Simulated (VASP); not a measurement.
# FeO (Fm-3m) in VASP: a series of runs

Runs on FeO. Level: LDA+U. Tasks: single point.

Program: VASP 6.6.1. These are calculated values, not measurements. Logs are shortened: lines on timing, memory, paths and dates and some standing lists are left out, and cuts for length are marked.

**1. The cell of the first run**

The structure is cubic, space group Fm-3m (No. 225). The conventional cell has a = 4.311 Å, b = 4.311 Å, c = 4.311 Å, α = 90.00°, β = 90.00°, γ = 90.00°. Within 2.9 Å of Fe (site symmetry m-3m) lie 6 O at 2.16 Å. O (site symmetry m-3m) has 6 Fe at 2.16 Å within 2.9 Å.

**2. Single point, LDA+U, collinear spin, ferromagnetic start**

INCAR

```
SYSTEM = FeO
ALGO = Normal ; EDIFF = 1E-6
ENCUT = 700 ; GGA_COMPAT = .False.
ISIF = 2 ; ISMEAR = 0
ISPIN = 2 ; LASPH = .True.
LCHARG = .False. ; LDAU = .True.
LDAUJ = 0.9 0 ; LDAUL = 2 -1
LDAUPRINT = 1 ; LDAUTYPE = 1
LDAUU = 5 0 ; LMAXMIX = 4
LORBIT = 11 ; LREAL = .False.
LWAVE = .False. ; MAGMOM = 3.78 0.25
NBANDS = 22 ; NELM = 200
PREC = Accurate ; SIGMA = 0.05
```

KPOINTS

```
k-points
0
Gamma
  8 8 8
  0 0 0
```

POSCAR

```
FeO
1.0
    0.0000000000      2.1554001600      2.1554001600
    2.1554001600      0.0000000000      2.1554001600
    2.1554001600      2.1554001600      0.0000000000
Fe O
1 1
Direct
    0.0000000000      0.0000000000      0.0000000000
    0.5000000000      0.5000000000      0.5000000000
```

Potentials or basis: VASP PAW LDA potentials, release 64 (Fe_sv, O).

The run is started by

```bash
> cat potpaw_LDA.64/Fe_sv/POTCAR potpaw_LDA.64/O/POTCAR > POTCAR
> mpirun -np 1 vasp_std > vasp.out
```

OUTCAR:

```text
SYSTEM = FeO
   EDIFF = 1E-6
   ENCUT = 700
   ISIF = 2
   ISMEAR = 0
   ISPIN = 2
   LASPH = .True.
   LORBIT = 11
   LREAL = .False.
   NELM = 200
   PREC = Accurate

 ion  position               nearest neighbor table
   1  0.000  0.000  0.000-   2 2.16   2 2.16   2 2.16   2 2.16   2 2.16   2 2.16
   2  0.500  0.500  0.500-   1 2.16   1 2.16   1 2.16   1 2.16   1 2.16   1 2.16

  LATTYP: Found a face centered cubic cell.
 ALAT       =     4.3108003200

  Lattice vectors:

 A1 = (   0.0000000000,   2.1554001600,   2.1554001600)
 A2 = (   2.1554001600,   0.0000000000,   2.1554001600)
 A3 = (   2.1554001600,   2.1554001600,   0.0000000000)

Analysis of symmetry for initial positions (statically):
=====================================================================
 Subroutine PRICEL returns:
 Original cell was already a primitive cell.

 Routine SETGRP: Setting up the symmetry group for a
 face centered cubic supercell.

 Subroutine GETGRP returns: Found 48 space group operations
 (whereof 48 operations were pure point group operations)
 out of a pool of 48 trial point group operations.

The static configuration has the point symmetry O_h .

Analysis of symmetry for dynamics (positions and initial velocities):
=====================================================================
 Subroutine PRICEL returns:
 Original cell was already a primitive cell.

 Routine SETGRP: Setting up the symmetry group for a
 face centered cubic supercell.

 Subroutine GETGRP returns: Found 48 space group operations
 (whereof 48 operations were pure point group operations)
 out of a pool of 48 trial point group operations.

The dynamic configuration has the point symmetry O_h .

Analysis of structural, dynamic, and magnetic symmetry:
=====================================================================
 Subroutine PRICEL returns:
 Original cell was already a primitive cell.

 Routine SETGRP: Setting up the symmetry group for a
 face centered cubic supercell.

 Subroutine GETGRP returns: Found 48 space group operations
 (whereof 48 operations were pure point group operations)
 out of a pool of 48 trial point group operations.

The overall configuration has the point symmetry O_h .

 Subroutine INISYM returns: Found 48 space group operations
 (whereof 48 operations are pure point group operations),
 and found     1 'primitive' translations

----------------------------------------------------------------------------------------

                                     Primitive cell

  volume of cell :      20.0269

  direct lattice vectors                    reciprocal lattice vectors
     0.000000000  2.155400160  2.155400160    -0.231975486  0.231975486  0.231975486
     2.155400160  0.000000000  2.155400160     0.231975486 -0.231975486  0.231975486
     2.155400160  2.155400160  0.000000000     0.231975486  0.231975486 -0.231975486

  length of vectors
     3.048196139  3.048196139  3.048196139     0.401793328  0.401793328  0.401793328

  position of ions in fractional coordinates (direct lattice)
     0.000000000  0.000000000  0.000000000
     0.500000000  0.500000000  0.500000000

  ion indices of the primitive-cell ions
   primitive index   ion index
                 1           1
                 2           2

----------------------------------------------------------------------------------------

 KPOINTS: k-points
[... 66 lines left out ...]
   ENCUT  =  700.0 eV  51.45 Ry    7.17 a.u.   6.58  6.58  6.58*2*pi/ulx,y,z
   NELM   =    200;   NELMIN=  2; NELMDL= -5     # of ELM steps
   EDIFF  = 0.1E-05   stopping-criterion for ELM
   LREAL  =      F    real-space projection
   EDIFFG = 0.1E-04   stopping-criterion for IOM
   NSW    =      0    number of steps for IOM
   IBRION =     -1    ionic relax: 0-MD 1-quasi-New 2-CG
   NFREE  =      0    steps in history (QN), initial steepest desc. (CG)
   ISIF   =      2    stress and relaxation
   ISYM   =      2    0-nonsym 1-usesym 2-fastsym
   POTIM  = 0.5000    time-step for ionic-motion
   TEBEG  =    0.0;   TEEND  =   0.0 temperature during run
   PSTRESS=    0.0 pullay stress
   NELECT =      22.0000    total number of electrons
   NUPDOWN=      -1.0000    fix difference up-down
   EMIN   =  10.00;   EMAX   =-10.00  energy-range for DOS
   EFERMI =   0.00;   METHOD = LEGACY
   ISMEAR =     0;   SIGMA  =   0.05  broadening in eV -4-tet -1-fermi 0-gaus
   EFERMI_NEDOS =   21; number of points for ismear=-14 and -15
   IALGO  =     38    algorithm
   IMIX   =      4    mixing-type and parameters
     AMIX     =   0.40;   BMIX     =  1.00
     AMIX_MAG =   1.60;   BMIX_MAG =  1.00
  volume/ion in A,a.u.               =      10.01        67.57
  Fermi-wavevector in a.u.,A,eV,Ry     =   1.689187  3.192101 38.822236  2.853354
  Thomas-Fermi vector in A             =   2.771359
   LORBIT       =     11    0 simple, 1 ext, 2 COOP (PROOUT), +10 PAW based schemes
 LDA+U is selected, type is set to LDAUTYPE =  1
   angular momentum for each species LDAUL =     2   -1
   U (eV)           for each species LDAUU =   5.0  0.0
   J (eV)           for each species LDAUJ =   0.9  0.0
   GGA     = CA    functional components
   LHFCALC =     F    Hartree Fock is set to
   AEXX    =    0.0000 exact exchange contribution
   IVDW    =     0    specifies the selected vdW correction
   LEPSILON=     F    determine dielectric tensor
   LRPA    =     F    only Hartree local field effects (RPA)
 spin polarized calculation
 Gauss-broadening in eV      SIGMA  =   0.05
  energy-cutoff  :      700.00
  volume of cell :       20.03
 maximum number of plane-waves:       869
 NGX is ok and might be reduce to    28
   NGX = 13   NGY = 13   NGZ = 13

atom =   1  type =  1  l = 2

 onsite density matrix

spin component  1

  0.9002  0.0000  0.0000 -0.0000  0.0000
  0.0000  0.9002 -0.0000 -0.0000 -0.0000
  0.0000 -0.0000  0.9338 -0.0000  0.0000
 -0.0000 -0.0000 -0.0000  0.9002  0.0000
  0.0000 -0.0000  0.0000  0.0000  0.9338

spin component  2

  0.2695 -0.0000 -0.0000  0.0000 -0.0000
 -0.0000  0.2695  0.0000 -0.0000 -0.0000
 -0.0000  0.0000  0.0774 -0.0000 -0.0000
  0.0000 -0.0000 -0.0000  0.2695 -0.0000
 -0.0000 -0.0000 -0.0000 -0.0000  0.0774

 occupancies and eigenvectors

  o =  0.0774  v =  0.0000  0.0000  0.0000  0.0000  0.0000  0.0000 -0.0000 -0.0055 -0.0000 -1.0000      0.0000  0.0000  0.0000  0.0000  0.0000  0.0000  0.0000  0.0000  0.0000  0.0000
  o =  0.0774  v =  0.0000  0.0000  0.0000  0.0000  0.0000  0.0000 -0.0000 -1.0000  0.0000  0.0055      0.0000  0.0000  0.0000  0.0000  0.0000  0.0000  0.0000  0.0000  0.0000  0.0000
  o =  0.2695  v =  0.0000  0.0000  0.0000  0.0000  0.0000  0.0000 -0.0222 -0.0000 -0.9998  0.0000      0.0000  0.0000  0.0000  0.0000  0.0000  0.0000  0.0000  0.0000  0.0000  0.0000
  o =  0.2695  v =  0.0000  0.0000  0.0000  0.0000  0.0000  0.0000 -0.9998  0.0000  0.0222  0.0000      0.0000  0.0000  0.0000  0.0000  0.0000  0.0000  0.0000  0.0000  0.0000  0.0000
  o =  0.2695  v =  0.0000  0.0000  0.0000  0.0000  0.0000  1.0000  0.0000  0.0000  0.0000  0.0000      0.0000  0.0000  0.0000  0.0000  0.0000  0.0000  0.0000  0.0000  0.0000  0.0000
  o =  0.9002  v =  0.0000  0.7369 -0.0000 -0.6760 -0.0000  0.0000  0.0000  0.0000  0.0000  0.0000      0.0000  0.0000  0.0000  0.0000  0.0000  0.0000  0.0000  0.0000  0.0000  0.0000
  o =  0.9002  v =  0.0000 -0.6760 -0.0000 -0.7369  0.0000  0.0000  0.0000  0.0000  0.0000  0.0000      0.0000  0.0000  0.0000  0.0000  0.0000  0.0000  0.0000  0.0000  0.0000  0.0000
  o =  0.9002  v =  1.0000  0.0000  0.0000  0.0000  0.0000  0.0000  0.0000  0.0000  0.0000  0.0000      0.0000  0.0000  0.0000  0.0000  0.0000  0.0000  0.0000  0.0000  0.0000  0.0000
  o =  0.9338  v =  0.0000  0.0000  1.0000 -0.0000  0.0001  0.0000  0.0000  0.0000  0.0000  0.0000      0.0000  0.0000  0.0000  0.0000  0.0000  0.0000  0.0000  0.0000  0.0000  0.0000
  o =  0.9338  v =  0.0000 -0.0000  0.0001 -0.0000 -1.0000  0.0000  0.0000  0.0000  0.0000  0.0000      0.0000  0.0000  0.0000  0.0000  0.0000  0.0000  0.0000  0.0000  0.0000  0.0000

 number of electron      21.9999992 magnetization       4.0038967

 Free energy of the ion-electron system (eV)
  ---------------------------------------------------
  ext. energy  EPLUGINS =         0.00000000
  ---------------------------------------------------
  free energy    TOTEN  =       -14.05408635 eV

  energy without entropy =      -14.05271269  energy(sigma->0) =      -14.05339952

 E-fermi :   9.9760     XC(G=0): -13.0289

 val. band max:        9.9438336014   @ k =  -0.3750   0.2500   0.0000
 cond. band min:      10.0242473494   @ k =   0.2500   0.1250   0.0000
 fundamental gap:      0.0804137480
 Fermi energy:         9.9760259647

 spin component 1

 k-point     1 :       0.0000    0.0000    0.0000
  band No.  band energies     occupation
      1     -79.6027      1.00000
      2     -46.1399      1.00000
      3     -46.1399      1.00000
      4     -46.1399      1.00000
      5     -10.9033      1.00000
      6       4.0184      1.00000
[... 1193 lines left out ...]
     21      36.1041      0.00000
     22      37.8407      0.00000

 [... further k-points ...]

------------------------ aborting loop because EDIFF is reached ----------------------------------------

  FORCE on cell =-STRESS in cart. coord.  units (eV):
  Direction    XX          YY          ZZ          XY          YZ          ZX
  --------------------------------------------------------------------------------------
  -------------------------------------------------------------------------------------
  Total       -1.8930472     -1.8930472     -1.8930472      0.0000000      0.0000000      0.0000000
  in kB     -151.4461676   -151.4461676   -151.4461676      0.0000000      0.0000000      0.0000000
  external PRESSURE =    -151.4461676 kB  Pullay stress =       0.0000000 kB

 VOLUME and BASIS-vectors are now :
 -----------------------------------------------------------------------------
  energy-cutoff  :      700.00
  volume of cell :       20.03
      direct lattice vectors                 reciprocal lattice vectors
     0.000000000  2.155400160  2.155400160    -0.231975486  0.231975486  0.231975486
     2.155400160  0.000000000  2.155400160     0.231975486 -0.231975486  0.231975486
     2.155400160  2.155400160  0.000000000     0.231975486  0.231975486 -0.231975486

 POSITION                                       TOTAL-FORCE (eV/Angst)
 -----------------------------------------------------------------------------------
      0.00000      0.00000      0.00000        -0.000000     -0.000000     -0.000000
      2.15540      2.15540      2.15540         0.000000      0.000000      0.000000
 -----------------------------------------------------------------------------------
    total drift:                                0.000000      0.000000      0.000000

  FREE ENERGIE OF THE ION-ELECTRON SYSTEM (eV)
  ---------------------------------------------------
  free  energy   TOTEN  =       -14.0540863517 eV

  energy  without entropy=      -14.0527126918  energy(sigma->0) =      -14.05339952

 total charge

# of ion       s       p       d       tot
------------------------------------------
    1        2.108   5.999   5.507  13.614
    2        1.536   3.441   0.000   4.977
--------------------------------------------------
tot          3.644   9.440   5.507  18.591

 magnetization (x)

# of ion       s       p       d       tot
------------------------------------------
    1        0.014   0.010   3.595   3.618
    2        0.025   0.204   0.000   0.229
--------------------------------------------------
tot          0.039   0.214   3.595   3.848
```

Wall time 53 s (1 thread of AMD EPYC 7R43 (Zen 3), shared host); peak memory 0.12 GiB.

Results:

```yaml
Free_energy: -14.0541 eV
Pressure: -15.1 GPa
Band_gap_on_the_k_mesh: zero (filled and empty bands overlap)
Net_moment: 4.00 μB per cell
Site_moments: Fe +3.62; O +0.23 μB
Valence_electrons_inside_the_program's_atomic_spheres: Fe 13.61; O 4.98
```

Eigenvalues of the final occupation matrices:
| site | spin | trace | eigenvalues |
| --- | --- | --- | --- |
| site 1 d | 1 | 4.57 | 0.90 0.90 0.90 0.93 0.93 |
| site 1 d | 2 | 0.96 | 0.08 0.08 0.27 0.27 0.27 |

Caveat: the cell stands under tension; a cell with one magnetic atom can't hold antiferromagnetic order, which such compounds often take. The state reached can hang on the start; a lower one may exist.

**3. Single point, LDA+U, collinear spin, ferromagnetic start**

INCAR

```
SYSTEM = FeO
PREC = Accurate
ENCUT = 700
EDIFF = 1E-6
ISMEAR = 0
SIGMA = 0.05
LREAL = .False.
LASPH = .True.
NELM = 200
ALGO = Normal
ISIF = 2
LWAVE = .False.
LCHARG = .False.
ISPIN = 2
MAGMOM = 3.81 0.25
LORBIT = 11
LMAXMIX = 4
LDAU = .True.
LDAUTYPE = 1
LDAUL = 2 -1
LDAUU = 5 0
LDAUJ = 0.9 0
LDAUPRINT = 1
GGA = CA
NBANDS = 22
GGA_COMPAT = .False.
```

KPOINTS

```
Automatic mesh
0
Gamma
  8 8 8
  0 0 0
```

POSCAR is that of step 2.

Potentials or basis: VASP PAW LDA potentials, release 64 (Fe_sv, O).

The run is started by

```bash
> cat potpaw_LDA.64/Fe_sv/POTCAR potpaw_LDA.64/O/POTCAR > POTCAR
> mpirun -np 1 vasp_std > vasp.out
```

Run time: 30 s. Hardware: 1 thread of AMD EPYC 7R13 (Zen 3), shared host; peak memory 0.13 GiB.

Results (log left out):

```
Free energy                                           : -14.0541 eV
Pressure                                              : -15.1 GPa
Band gap on the k mesh                                : zero (filled and empty bands overlap)
Net moment                                            : 4.00 μB per cell
Site moments                                          : Fe +3.62; O +0.23 μB
Valence electrons inside the program's atomic spheres : Fe 13.61; O 4.98
```

Levels at points of the mesh, in eV from the Fermi level:
Spin up:
| k point | band 9 | band 10 | band 11 | band 12 | band 13 | band 14 | band 15 | band 16 | band 17 | band 18 |
| --- | --- | --- | --- | --- | --- | --- | --- | --- | --- | --- |
| (0.00, 0.00, 0.00) | -5.85 | -5.85 | -4.22 | -4.22 | -4.22 | -0.42 | 14.56 | 15.87 | 15.87 | 15.87 |
| (0.50, 0.00, 0.00) | -5.14 | -5.14 | -4.25 | -1.66 | -1.66 | 3.40 | 7.85 | 11.72 | 11.72 | 18.47 |
| (0.50, 0.50, 0.00) | -5.43 | -5.43 | -5.00 | -4.87 | -4.87 | 4.55 | 8.13 | 9.60 | 13.97 | 13.97 |
Spin down:
| k point | band 7 | band 8 | band 9 | band 10 | band 11 | band 12 |
| --- | --- | --- | --- | --- | --- | --- |
| (0.00, 0.00, 0.00) | -3.77 | -3.77 | -0.79 | -0.79 | -0.79 | 0.25 |
| (0.50, 0.00, 0.00) | -5.45 | -5.45 | 0.45 | 0.45 | 0.57 | 3.35 |
| (0.50, 0.50, 0.00) | -4.97 | -4.97 | -2.30 | 0.82 | 0.82 | 1.46 |

Eigenvalues of the final occupation matrices:
```csv
site,spin,trace,eigenvalues
site 1 d,1,4.57,0.90 0.90 0.90 0.93 0.93
site 1 d,2,0.96,0.08 0.08 0.27 0.27 0.27
```

Caveat: the cell stands under tension; a cell with one magnetic atom can't hold antiferromagnetic order, which such compounds often take.

**4. Single point, LDA+U, collinear spin, ferromagnetic start**

INCAR

```
ALGO     = Normal         # electronic algorithm
EDIFF    = 1E-6           # SCF threshold, eV
ENCUT    = 700            # plane-wave cutoff, eV
GGA_COMPAT= F            
ISIF     = 2              # what is computed and relaxed
ISMEAR   = 0              # smearing method
ISPIN    = 2              # spin polarisation
LASPH    = T              # aspherical terms in the spheres
LCHARG   = T              # write CHGCAR
LDAU     = T              # DFT+U
LDAUJ    = 0.9 0        
LDAUL    = 2 -1           # shell
LDAUPRINT= 1            
LDAUTYPE = 1            
LDAUU    = 5 0            # U, eV
LELF     = T              # ELF
LMAXMIX  = 4              # l up to which the mixer works
LORBIT   = 11             # projections on sites
LREAL    = F              # projectors in reciprocal space
LVHAR    = T            
LWAVE    = F              # write WAVECAR
MAGMOM   = 4 0            # initial moments
NBANDS   = 22             # bands
NELM     = 200            # most SCF steps
PREC     = Accurate       # precision mode
SIGMA    = 0.05           # smearing width, eV
```

KPOINTS

```
k-points
0
Gamma
  8 8 8
```

POSCAR is that of step 3.

Potentials or basis: VASP PAW LDA potentials, release 64 (Fe_sv, O).

The run is started by

```bash
> cat potpaw_LDA.64/Fe_sv/POTCAR potpaw_LDA.64/O/POTCAR > POTCAR
> mpirun -np 1 vasp_std > vasp.out
```

OUTCAR:

```text
EDIFF = 1E-6
   ENCUT = 700
   ISIF = 2
   ISMEAR = 0
   ISPIN = 2
   LASPH = T
   LORBIT = 11
   LREAL = F
   NELM = 200
   PREC = Accurate

 ion  position               nearest neighbor table
   1  0.000  0.000  0.000-   2 2.16   2 2.16   2 2.16   2 2.16   2 2.16   2 2.16
   2  0.500  0.500  0.500-   1 2.16   1 2.16   1 2.16   1 2.16   1 2.16   1 2.16

  LATTYP: Found a face centered cubic cell.
 ALAT       =     4.3108003200

  Lattice vectors:

 A1 = (   0.0000000000,   2.1554001600,   2.1554001600)
 A2 = (   2.1554001600,   0.0000000000,   2.1554001600)
 A3 = (   2.1554001600,   2.1554001600,   0.0000000000)

[... 1451 lines left out ...]
 VOLUME and BASIS-vectors are now :
 -----------------------------------------------------------------------------
  energy-cutoff  :      700.00
  volume of cell :       20.03
      direct lattice vectors                 reciprocal lattice vectors
     0.000000000  2.155400160  2.155400160    -0.231975486  0.231975486  0.231975486
     2.155400160  0.000000000  2.155400160     0.231975486 -0.231975486  0.231975486
     2.155400160  2.155400160  0.000000000     0.231975486  0.231975486 -0.231975486

 POSITION                                       TOTAL-FORCE (eV/Angst)
 -----------------------------------------------------------------------------------
      0.00000      0.00000      0.00000         0.000000      0.000000      0.000000
      2.15540      2.15540      2.15540        -0.000000     -0.000000     -0.000000
 -----------------------------------------------------------------------------------
    total drift:                                0.000000      0.000000      0.000000

  FREE ENERGIE OF THE ION-ELECTRON SYSTEM (eV)
  ---------------------------------------------------
  free  energy   TOTEN  =       -14.0540863500 eV

  energy  without entropy=      -14.0527127206  energy(sigma->0) =      -14.05339954

 total charge

# of ion       s       p       d       tot
------------------------------------------
    1        2.108   5.999   5.507  13.614
    2        1.536   3.441   0.000   4.977
--------------------------------------------------
tot          3.644   9.440   5.507  18.591

 magnetization (x)

# of ion       s       p       d       tot
------------------------------------------
    1        0.014   0.010   3.595   3.618
    2        0.025   0.204   0.000   0.229
--------------------------------------------------
tot          0.039   0.214   3.595   3.848
```

It took 28 s on 1 thread of AMD EPYC 9R45 (Zen 5), shared host; peak memory 0.13 GiB.

Results:

| Quantity | Value |
| --- | --- |
| Free energy | -14.0541 eV |
| Pressure | -15.1 GPa |
| Band gap on the k mesh | zero (filled and empty bands overlap) |
| Net moment | 4.00 μB per cell |
| Site moments | Fe +3.62; O +0.23 μB |
| Valence electrons inside the program's atomic spheres | Fe 13.61; O 4.98 |

Levels at points of the mesh, in eV from the Fermi level:
Spin up:
| k point | band 10 | band 11 | band 12 | band 13 | band 14 | band 15 | band 16 | band 17 |
| --- | --- | --- | --- | --- | --- | --- | --- | --- |
| (0.00, 0.00, 0.00) | -5.85 | -4.22 | -4.22 | -4.22 | -0.42 | 14.56 | 15.87 | 15.87 |
| (0.50, 0.00, 0.00) | -5.14 | -4.25 | -1.66 | -1.66 | 3.40 | 7.85 | 11.72 | 11.72 |
| (0.50, 0.50, 0.00) | -5.43 | -5.00 | -4.87 | -4.87 | 4.55 | 8.13 | 9.60 | 13.97 |
Spin down:
```
           k point  band 6  band 7  band 8  band 9  band 10  band 11  band 12  band 13
(0.00, 0.00, 0.00)   -3.77   -3.77   -3.77   -0.79    -0.79    -0.79     0.25     0.85
(0.50, 0.00, 0.00)   -8.59   -5.45   -5.45    0.45     0.45     0.57     3.35     3.35
(0.50, 0.50, 0.00)   -7.47   -4.97   -4.97   -2.30     0.82     0.82     1.46     1.85
```

Eigenvalues of the final occupation matrices:
| site | spin | trace | eigenvalues |
| --- | --- | --- | --- |
| site 1 d | 1 | 4.57 | 0.90 0.90 0.90 0.93 0.93 |
| site 1 d | 2 | 0.96 | 0.08 0.08 0.27 0.27 0.27 |

Caveat: the cell stands under tension; a cell with one magnetic atom can't hold antiferromagnetic order, which such compounds often take. The state reached can hang on the start; a lower one may exist.

The gap in the log of VASP goes by the Fermi energy; the results here count the filled bands.